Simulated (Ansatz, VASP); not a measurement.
WS2 in VASP and in Ansatz

```
W S
1.0
     1.56321    0.90252    6.16333
    -1.56321    0.90252    6.16333
     0.00000   -1.80504    6.16333
W S
1 2
Direct
  0.00000 0.00000 0.00000
  0.75030 0.75030 0.75030
  0.58100 0.58100 0.58100
```

Change from the starting cell: equal xx and yy strain of -1 %.

Alike in both runs: task single point; functional PBEsol; k mesh 15 × 15 × 15; occupations fermi-dirac, width 0.03 eV; no spin polarisation.

|  | VASP | Ansatz |
| --- | --- | --- |
| version | VASP 6.6.1 | Ansatz 0.2.0 |
| potentials or method | VASP PAW PBE potentials, release 64 (W_sv, S), cutoff 520 eV | all-electron LAPW, scalar-relativistic |

```tsv
	VASP	Ansatz	Ansatz less VASP
pressure (GPa)	2.9	2.8	-0.10
traceless stress, the component that is largest in VASP (GPa)	-0.32	-0.36	-0.045
rms of the force components (eV/Å)	0.272	0.268	-0.0040
```

VASP's potentials were made for PBE, not for PBEsol. Atom by atom the forces differ by 0.010 eV/Å (rms over components). Ansatz ran all-electron here, and VASP with PAW potentials.

Spin-orbit coupling is off throughout.
